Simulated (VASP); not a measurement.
# LiF (Fm-3m) in VASP: a series of runs

LiF is run at these levels: LDA; tasks: electric field gradients.

All numbers are computed with VASP 6.6.1; they aren't measurements. Logs are shortened: lines on timing, memory, paths and dates and some standing lists are left out, and cuts for length are marked.

## (1) The cell of the first run

It takes space group Fm-3m (No. 225, cubic). Conventional cell: a = 4.015 Å, b = 4.015 Å, c = 4.015 Å, α = 90.00°, β = 90.00°, γ = 90.00°. Li (site symmetry m-3m) has 6 F at 2.01 Å within 2.7 Å. Within 2.7 Å of F (site symmetry m-3m) lie 6 Li at 2.01 Å.

## (2) Electric field gradients, LDA (volume scaled by 0.99)

Contents of INCAR:

```
SYSTEM = LiF
PREC = Accurate ; ENCUT = 520
EDIFF = 1E-8 ; ISMEAR = -1
SIGMA = 0.03 ; LREAL = .False.
LASPH = .True. ; NELM = 100
ALGO = Normal ; ISIF = 2
LWAVE = .False. ; LCHARG = .False.
GGA = CA ; LEFG = .True.
NBANDS = 12
```

Contents of KPOINTS:

```
regular mesh
0
Gamma
  10 10 10
  0 0 0
```

Contents of POSCAR:

```
LiF
1.0
    0.0000000000      2.0072641637      2.0072641637
    2.0072641637      0.0000000000      2.0072641637
    2.0072641637      2.0072641637      0.0000000000
Li F
1 1
Direct
    0.0000000000      0.0000000000      0.0000000000
    0.5000000000      0.5000000000      0.5000000000
```

Potentials or basis: VASP PAW LDA potentials, release 64 (Li_sv, F).

Launch:

```console
> cat potpaw_LDA.64/Li_sv/POTCAR potpaw_LDA.64/F/POTCAR > POTCAR
> mpirun -np 1 vasp_std > vasp.out
```

OUTCAR:

```text
SYSTEM = LiF
   PREC = Accurate
   ENCUT = 520
   EDIFF = 1E-8
   ISMEAR = -1
   LREAL = .False.
   LASPH = .True.
   NELM = 100
   ISIF = 2
   GGA = CA

 ion  position               nearest neighbor table
   1  0.000  0.000  0.000-   2 2.01   2 2.01   2 2.01   2 2.01   2 2.01   2 2.01
   2  0.500  0.500  0.500-   1 2.01   1 2.01   1 2.01   1 2.01   1 2.01   1 2.01

  LATTYP: Found a face centered cubic cell.
 ALAT       =     4.0145283274

  Lattice vectors:

 A1 = (   0.0000000000,   2.0072641637,   2.0072641637)
 A2 = (   2.0072641637,   0.0000000000,   2.0072641637)
 A3 = (   2.0072641637,   2.0072641637,   0.0000000000)

Analysis of symmetry for initial positions (statically):
=====================================================================
 Subroutine PRICEL returns:
 Original cell was already a primitive cell.

 Routine SETGRP: Setting up the symmetry group for a
 face centered cubic supercell.

 Subroutine GETGRP returns: Found 48 space group operations
 (whereof 48 operations were pure point group operations)
 out of a pool of 48 trial point group operations.

The static configuration has the point symmetry O_h .

Analysis of symmetry for dynamics (positions and initial velocities):
=====================================================================
 Subroutine PRICEL returns:
 Original cell was already a primitive cell.

 Routine SETGRP: Setting up the symmetry group for a
 face centered cubic supercell.

 Subroutine GETGRP returns: Found 48 space group operations
 (whereof 48 operations were pure point group operations)
 out of a pool of 48 trial point group operations.

The dynamic configuration has the point symmetry O_h .

 Subroutine INISYM returns: Found 48 space group operations
 (whereof 48 operations are pure point group operations),
 and found     1 'primitive' translations

----------------------------------------------------------------------------------------

                                     Primitive cell

  volume of cell :      16.1750

  direct lattice vectors                    reciprocal lattice vectors
     0.000000000  2.007264164  2.007264164    -0.249095266  0.249095266  0.249095266
     2.007264164  0.000000000  2.007264164     0.249095266 -0.249095266  0.249095266
     2.007264164  2.007264164  0.000000000     0.249095266  0.249095266 -0.249095266

  length of vectors
     2.838700204  2.838700204  2.838700204     0.431445656  0.431445656  0.431445656

  position of ions in fractional coordinates (direct lattice)
     0.000000000  0.000000000  0.000000000
     0.500000000  0.500000000  0.500000000

  ion indices of the primitive-cell ions
   primitive index   ion index
                 1           1
                 2           2

----------------------------------------------------------------------------------------

 KPOINTS: regular mesh

Automatic generation of k-mesh.
 Grid dimensions read from file:
 generate k-points for:   10   10   10

 Generating k-lattice:

  Cartesian coordinates                     Fractional coordinates (reciprocal lattice)
    -0.024909527  0.024909527  0.024909527     0.100000000  0.000000000  0.000000000
     0.024909527 -0.024909527  0.024909527     0.000000000  0.100000000  0.000000000
     0.024909527  0.024909527 -0.024909527     0.000000000  0.000000000  0.100000000

  Length of vectors
     0.043144566  0.043144566  0.043144566

  Shift w.r.t. Gamma in fractional coordinates (k-lattice)
     0.000000000  0.000000000  0.000000000

 Subroutine IBZKPT returns following result:
 ===========================================

 Found     47 irreducible k-points:

 Following reciprocal coordinates:
            Coordinates               Weight
  0.000000  0.000000  0.000000      1.000000
  0.100000  0.000000  0.000000      8.000000
  0.200000  0.000000  0.000000      8.000000
  0.300000  0.000000  0.000000      8.000000
  0.400000  0.000000  0.000000      8.000000
  0.500000  0.000000  0.000000      4.000000
[... 16 lines left out ...]
  0.300000  0.300000  0.000000      6.000000
  0.400000  0.300000  0.000000     24.000000
 [... further k-points ...]
   k-points           NKPTS =     47   k-points in BZ     NKDIM =     47   number of bands    NBANDS=     12
   number of dos      NEDOS =    301   number of ions     NIONS =      2
   total plane-waves  NPLWV =  13824
   dimension x,y,z NGX =    24 NGY =   24 NGZ =   24
   dimension x,y,z NGXF=    48 NGYF=   48 NGZF=   48
   ions per type =               1   1
   NGX,Y,Z   is equivalent  to a cutoff of  14.06, 14.06, 14.06 a.u.
   NGXF,Y,Z  is equivalent  to a cutoff of  28.11, 28.11, 28.11 a.u.
 SYSTEM =  LiF
   PREC   = accura    normal or accurate (medium, high low for compatibility)
   ISTART =      0    job   : 0-new  1-cont  2-samecut
   ICHARG =      2    charge: 1-file 2-atom 10-const
   ISPIN  =      1    spin polarized calculation?
   LNONCOLLINEAR =      F non collinear calculations
   LSORBIT =      F    spin-orbit coupling
   LASPH  =      T    aspherical Exc in radial PAW
   ENCUT  =  520.0 eV  38.22 Ry    6.18 a.u.   5.28  5.28  5.28*2*pi/ulx,y,z
   NELM   =    100;   NELMIN=  2; NELMDL= -5     # of ELM steps
   EDIFF  = 0.1E-07   stopping-criterion for ELM
   LREAL  =      F    real-space projection
   EDIFFG = 0.1E-06   stopping-criterion for IOM
   NSW    =      0    number of steps for IOM
   IBRION =     -1    ionic relax: 0-MD 1-quasi-New 2-CG
   NFREE  =      0    steps in history (QN), initial steepest desc. (CG)
   ISIF   =      2    stress and relaxation
   ISYM   =      2    0-nonsym 1-usesym 2-fastsym
   POTIM  = 0.5000    time-step for ionic-motion
   TEBEG  =    0.0;   TEEND  =   0.0 temperature during run
   PSTRESS=    0.0 pullay stress
   NELECT =      10.0000    total number of electrons
   NUPDOWN=      -1.0000    fix difference up-down
   EMIN   =  10.00;   EMAX   =-10.00  energy-range for DOS
   EFERMI =   0.00;   METHOD = LEGACY
   ISMEAR =    -1;   SIGMA  =   0.03  broadening in eV -4-tet -1-fermi 0-gaus
   EFERMI_NEDOS =   21; number of points for ismear=-14 and -15
   IALGO  =     38    algorithm
   IMIX   =      4    mixing-type and parameters
     AMIX     =   0.40;   BMIX     =  1.00
     AMIX_MAG =   1.60;   BMIX_MAG =  1.00
  volume/ion in A,a.u.               =       8.09        54.58
  Fermi-wavevector in a.u.,A,eV,Ry     =   1.394634  2.635476 26.463392  1.945004
  Thomas-Fermi vector in A             =   2.518164
   LORBIT       =      0    0 simple, 1 ext, 2 COOP (PROOUT), +10 PAW based schemes
   GGA     = CA    functional components
   LHFCALC =     F    Hartree Fock is set to
   AEXX    =    0.0000 exact exchange contribution
   IVDW    =     0    specifies the selected vdW correction
   LEPSILON=     F    determine dielectric tensor
   LRPA    =     F    only Hartree local field effects (RPA)
 non-spin polarized calculation
  energy-cutoff  :      520.00
  volume of cell :       16.17
 maximum number of plane-waves:       448
 NGX is ok and might be reduce to    24
   NGX = 11   NGY = 11   NGZ = 11

 number of electron      10.0000000 magnetization

 number of electron       9.9999994 magnetization

 Free energy of the ion-electron system (eV)
  ---------------------------------------------------
  ext. energy  EPLUGINS =         0.00000000
  ---------------------------------------------------
  free energy    TOTEN  =       -10.47789064 eV

  energy without entropy =      -10.47789064  energy(sigma->0) =      -10.47789064

 E-fermi :  -0.5847     XC(G=0): -10.7201

 val. band max:       -1.2361620117   @ k =   0.0000   0.0000   0.0000
 cond. band min:       7.6942471454   @ k =   0.0000   0.0000   0.0000
 fundamental gap:      8.9304091571
 Fermi energy:        -0.5846654818

 k-point     1 :       0.0000    0.0000    0.0000
  band No.  band energies     occupation
      1     -40.9676      2.00000
      2     -20.8314      2.00000
      3      -1.2362      2.00000
      4      -1.2362      2.00000
      5      -1.2362      2.00000
      6       7.6942      0.00000
      7      22.3509      0.00000
      8      22.3509      0.00000
      9      22.3509      0.00000
     10      22.7674      0.00000
     11      22.7674      0.00000
     12      22.7674      0.00000
[... 331 lines left out ...]
 k-point    24 :       0.4000    0.3000    0.0000
  band No.  band energies     occupation
      1     -40.8939      2.00000
      2     -20.2690      2.00000
      3      -3.6617      2.00000
      4      -2.1517      2.00000
      5      -2.0339      2.00000
      6      11.5993      0.00000
      7      15.1706      0.00000
      8      17.0160      0.00000
      9      18.5571      0.00000
     10      19.6358      0.00000
     11      32.6019      0.00000
     12      33.4622      0.00000

 [... further k-points ...]
[... 5 lines left out ...]
  --------------------------------------------------------------------------------------
  -------------------------------------------------------------------------------------
  Total       -0.6169911     -0.6169911     -0.6169911      0.0000000      0.0000000      0.0000000
  in kB      -61.1147273    -61.1147273    -61.1147273      0.0000000      0.0000000      0.0000000
  external PRESSURE =     -61.1147273 kB  Pullay stress =       0.0000000 kB

 VOLUME and BASIS-vectors are now :
 -----------------------------------------------------------------------------
  energy-cutoff  :      520.00
  volume of cell :       16.17
      direct lattice vectors                 reciprocal lattice vectors
     0.000000000  2.007264164  2.007264164    -0.249095266  0.249095266  0.249095266
     2.007264164  0.000000000  2.007264164     0.249095266 -0.249095266  0.249095266
     2.007264164  2.007264164  0.000000000     0.249095266  0.249095266 -0.249095266

 POSITION                                       TOTAL-FORCE (eV/Angst)
 -----------------------------------------------------------------------------------
      0.00000      0.00000      0.00000        -0.000000     -0.000000      0.000000
      2.00726      2.00726      2.00726         0.000000      0.000000     -0.000000
 -----------------------------------------------------------------------------------
    total drift:                               -0.000000     -0.000000      0.000000

  FREE ENERGIE OF THE ION-ELECTRON SYSTEM (eV)
  ---------------------------------------------------
  free  energy   TOTEN  =       -10.4778906375 eV

  energy  without entropy=      -10.4778906375  energy(sigma->0) =      -10.47789064

 Electric field gradients (V/A^2)
---------------------------------------------------------------------
 ion       V_xx      V_yy      V_zz      V_xy      V_xz      V_yz
---------------------------------------------------------------------
   1       0.000    -0.000     0.000    -0.001    -0.001    -0.001
   2      -0.000    -0.000     0.000     0.001     0.001     0.001
---------------------------------------------------------------------

 Electric field gradients after diagonalization (V/A^2)
 (convention: |V_zz| > |V_xx| > |V_yy|)
----------------------------------------------------------------------
 ion       V_xx      V_yy      V_zz     asymmetry (V_yy - V_xx)/ V_zz
----------------------------------------------------------------------
   1       0.001     0.001    -0.001       0.000
   2      -0.001    -0.001     0.001       0.000
----------------------------------------------------------------------

           NMR quadrupolar parameters

 Cq : quadrupolar parameter    Cq=e*Q*V_zz/h
 eta: asymmetry parameters     (V_yy - V_xx)/ V_zz
 Q  : nuclear electric quadrupole moment in mb (millibarn)
----------------------------------------------------------------------
 ion       Cq(MHz)       eta       Q (mb)
----------------------------------------------------------------------
   1      -0.000       0.000       1.000
   2       0.000       0.000       1.000
----------------------------------------------------------------------
```

Run time: 6.4 s. Hardware: 1 thread of Intel Xeon Platinum 8259CL at 2.50GHz (Skylake/Cascade Lake), shared host; peak memory 0.12 GiB.

Results:

- Free energy: -10.4779 eV
- Band gap on the k mesh: 8.93 eV, direct

Levels at points of the mesh, in eV from the valence-band top:
| k point | band 1 | band 2 | band 3 | band 4 | band 5 | band 6 | band 7 | band 8 | band 9 | band 10 |
| --- | --- | --- | --- | --- | --- | --- | --- | --- | --- | --- |
| (0.00, 0.00, 0.00) | -39.73 | -19.60 | 0.00 | 0.00 | 0.00 | 8.93 | 23.59 | 23.59 | 23.59 | 24.00 |
| (0.50, 0.00, 0.00) | -39.66 | -19.14 | -2.61 | -0.23 | -0.23 | 10.42 | 16.49 | 18.49 | 18.49 | 30.08 |
| (0.50, 0.50, 0.00) | -39.64 | -18.84 | -3.16 | -1.05 | -1.05 | 14.51 | 16.07 | 17.25 | 19.87 | 19.87 |

Caveat: the cutoff is under 1.25 times the usual one of these potentials, so pressure, stress and relaxed cells hold a basis-set (Pulay) error; without QUAD_EFG the Cq values of the log hold for a quadrupole moment of 1 mb, not for the nuclei.

## (3) Electric field gradients, LDA (volume scaled by 0.99)

Changes to INCAR since step 2:

```diff
@@ -7,3 +7,2 @@
 LWAVE = .False. ; LCHARG = .False.
-GGA = CA ; LEFG = .True.
-NBANDS = 12
+LEFG = .True. ; NBANDS = 12
```

KPOINTS is that of step 2.

POSCAR is that of step 2.

Potentials or basis: VASP PAW LDA potentials, release 64 (Li_sv, F).

Launch:

```console
> cat potpaw_LDA.64/Li_sv/POTCAR potpaw_LDA.64/F/POTCAR > POTCAR
> mpirun -np 1 vasp_std > vasp.out
```

OUTCAR:

```text
SYSTEM = LiF
   PREC = Accurate
   ENCUT = 520
   EDIFF = 1E-8
   ISMEAR = -1
   LREAL = .False.
   LASPH = .True.
   NELM = 100
   ISIF = 2

 ion  position               nearest neighbor table
   1  0.000  0.000  0.000-   2 2.01   2 2.01   2 2.01   2 2.01   2 2.01   2 2.01
   2  0.500  0.500  0.500-   1 2.01   1 2.01   1 2.01   1 2.01   1 2.01   1 2.01

  LATTYP: Found a face centered cubic cell.
 ALAT       =     4.0145283274

  Lattice vectors:

 A1 = (   0.0000000000,   2.0072641637,   2.0072641637)
 A2 = (   2.0072641637,   0.0000000000,   2.0072641637)
 A3 = (   2.0072641637,   2.0072641637,   0.0000000000)

Analysis of symmetry for initial positions (statically):
[... 574 lines left out ...]
  energy  without entropy=      -10.4778906375  energy(sigma->0) =      -10.47789064

 Electric field gradients (V/A^2)
---------------------------------------------------------------------
 ion       V_xx      V_yy      V_zz      V_xy      V_xz      V_yz
---------------------------------------------------------------------
   1       0.000    -0.000     0.000    -0.001    -0.001    -0.001
   2      -0.000    -0.000     0.000     0.001     0.001     0.001
---------------------------------------------------------------------

 Electric field gradients after diagonalization (V/A^2)
 (convention: |V_zz| > |V_xx| > |V_yy|)
----------------------------------------------------------------------
 ion       V_xx      V_yy      V_zz     asymmetry (V_yy - V_xx)/ V_zz
----------------------------------------------------------------------
   1       0.001     0.001    -0.001       0.000
   2      -0.001    -0.001     0.001       0.000
----------------------------------------------------------------------

           NMR quadrupolar parameters

 Cq : quadrupolar parameter    Cq=e*Q*V_zz/h
 eta: asymmetry parameters     (V_yy - V_xx)/ V_zz
 Q  : nuclear electric quadrupole moment in mb (millibarn)
----------------------------------------------------------------------
 ion       Cq(MHz)       eta       Q (mb)
----------------------------------------------------------------------
   1      -0.000       0.000       1.000
   2       0.000       0.000       1.000
----------------------------------------------------------------------
```

OSZICAR:

```text
N       E                     dE             d eps       ncg     rms          rms(c)
DAV:   1     0.296024722178E+02    0.29602E+02   -0.54945E+03  1184   0.846E+02
DAV:   2    -0.997391123832E+01   -0.39576E+02   -0.38825E+02  1340   0.187E+02
DAV:   3    -0.109611808918E+02   -0.98727E+00   -0.98460E+00  1520   0.252E+01
DAV:   4    -0.109707457540E+02   -0.95649E-02   -0.95645E-02  1288   0.264E+00
DAV:   5    -0.109708312464E+02   -0.85492E-04   -0.85492E-04  1432   0.192E-01    0.423E+00
DAV:   6    -0.104946074640E+02    0.47622E+00   -0.22744E+00  1224   0.916E+00    0.135E+00
DAV:   7    -0.104835049494E+02    0.11103E-01   -0.16469E-02  1536   0.107E+00    0.791E-01
DAV:   8    -0.104779055601E+02    0.55994E-02   -0.91989E-03  1584   0.101E+00    0.987E-02
DAV:   9    -0.104778759053E+02    0.29655E-04   -0.69867E-04  1276   0.238E-01    0.370E-02
DAV:  10    -0.104778911972E+02   -0.15292E-04   -0.29581E-05  1320   0.389E-02    0.748E-03
DAV:  11    -0.104778906521E+02    0.54504E-06   -0.16033E-06  1476   0.132E-02    0.117E-03
DAV:  12    -0.104778906464E+02    0.56831E-08   -0.27502E-07  1572   0.386E-03    0.727E-04
DAV:  13    -0.104778906375E+02    0.89135E-08   -0.25264E-08  1096   0.132E-03
   1 F= -.10477891E+02 E0= -.10477891E+02  d E =-.150435E-10
```

stdout:

```text
POSCAR found type information on POSCAR LiF
 POSCAR found :  2 types and       2 ions
 scaLAPACK will be used
 LDA part: xc-table for (Slater(with rela. corr.)+CA(PZ))
 , standard interpolation
 POSCAR, INCAR and KPOINTS ok, starting setup
 FFT: planning ... GRIDC
 FFT: planning ... GRID_SOFT
 FFT: planning ... GRID
 WAVECAR not read
 entering main loop
ion   1

ion   2
```

Wall time 6.3 s (1 thread of Intel Xeon Platinum 8259CL at 2.50GHz (Skylake/Cascade Lake), shared host); peak memory 0.12 GiB.

Results:

* Free energy: -10.4779 eV
* Band gap on the k mesh: 8.93 eV, direct

Caveat: the cutoff is under 1.25 times the usual one of these potentials, so pressure, stress and relaxed cells hold a basis-set (Pulay) error; without QUAD_EFG the Cq values of the log hold for a quadrupole moment of 1 mb, not for the nuclei.

(Continued in part 2 of 2.)
